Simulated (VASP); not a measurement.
TiN (Osbornite): relaxation of cell and atoms with PBE

TiN (Osbornite):

```
Ti N
1.0
     0.00000    2.11900    2.11900
     2.11900    0.00000    2.11900
     2.11900    2.11900    0.00000
Ti N
1 1
Direct
  0.00000 0.00000 0.00000
  0.50000 0.50000 0.50000
```

```yaml
Program: VASP 6.6.1
Task: relaxation of cell and atoms
Functional: PBE
Potentials_or_basis: VASP PAW PBE potentials, release 64 (Ti_sv, N)
Cutoff: 600 eV
k_mesh: 12 × 12 × 12
Occupations: fermi-dirac, width 0.1 eV
Spin: no spin polarisation
Target_pressure: 2 GPa
Dipole_correction: no
Further_INCAR_settings: ALGO = Normal; EDIFF = 1e-06; IBRION = 2; EDIFFG = -0.02; NSW = 80; ISIF = 3
```

```
Pressure after relaxing : 2.2 GPa
```

Final structure:
```
Ti N
1.0
     0.00000    2.11900    2.11900
     2.11900    0.00000    2.11900
     2.11900    2.11900    0.00000
Ti N
1 1
Direct
  0.00000 0.00000 0.00000
  0.50000 0.50000 0.50000
```

Levels at points of the mesh, in eV from the Fermi level:
| k point | band 7 | band 8 | band 9 | band 10 | band 11 | band 12 |
| --- | --- | --- | --- | --- | --- | --- |
| (0.00, 0.00, 0.00) | -2.02 | -2.02 | -0.59 | -0.59 | -0.59 | 0.61 |
| (0.50, 0.00, 0.00) | -5.47 | -5.47 | 1.71 | 1.71 | 2.39 | 5.77 |
| (0.50, 0.50, 0.00) | -3.21 | -3.21 | -3.05 | 1.67 | 2.42 | 2.42 |

It took 8.8 s on 1 thread of Intel(R) Xeon(R) 6975P-C (Granite Rapids) (shared host), peak memory 0.15 GiB.

Caveat: the relaxation stopped at its first step, so nothing moved; the cell is relaxed towards a set pressure, so the enthalpy falls and the energy may rise.
